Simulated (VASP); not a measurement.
A run of VASP 6.6.1 is set up as follows.

The input INCAR:

```
  PREC = Accurate
  ENCUT = 600
  EDIFF = 1E-6
  ISMEAR = -1
  SIGMA = 0.03
  LREAL = F
  LASPH = T
  NELM = 60
  ALGO = Normal
  ISIF = 3
  LWAVE = F
  LCHARG = F
  GGA = PS
  IBRION = 2
  NSW = 100
  EDIFFG = -0.01
```

Contents of KPOINTS:

```
regular mesh
0
Gamma
  4 4 4
```

Contents of POSCAR:

```
LiSiI5
1.0
   -2.7143979100      4.6693287800      5.6244447100
    2.7143979100     -4.6693287800      5.6244447100
    2.7143979100      4.6693287800     -5.6244447100
Li Si I
1 1 5
Direct
    0.5000000000      0.5000000000      0.0000000000
    0.0000000000      0.0000000000      0.0000000000
    0.7917972200      0.5000000000      0.2917972200
    0.2082027800      0.5000000000      0.7082027800
    0.2605996100      0.2605996100      0.0000000000
    0.7394003900      0.7394003900      0.0000000000
    0.5000000000      0.0000000000      0.5000000000
```

Potentials or basis: VASP PAW PBE potentials, release 64 (Li_sv, Si, I).

Run with:

```sh
$ cat potpaw_PBE.64/Li_sv/POTCAR potpaw_PBE.64/Si/POTCAR potpaw_PBE.64/I/POTCAR > POTCAR
$ mpirun -np 1 vasp_std > vasp.out
```

Question: What does it give for the relaxed cell?

Answer: a = 8.002 Å, b = 8.002 Å, c = 8.002 Å, α = 145.69°, β = 105.79°, γ = 84.37°.

Question: What does it give for the space group after relaxing (to 0.1 Å)?

Answer: Immm (No. 71).

Forces in eV/Å, atoms in the order of the input:
```
Li   0.000  0.000  0.000
Si   0.000  0.000  0.000
I    0.000  0.004  0.000
I    0.000 -0.004  0.000
I    0.000  0.000 -0.004
I    0.000  0.000  0.004
I    0.000  0.000  0.000
```

Caveat: the PAW data sets were made with another functional, which shifts forces and pressure a little.
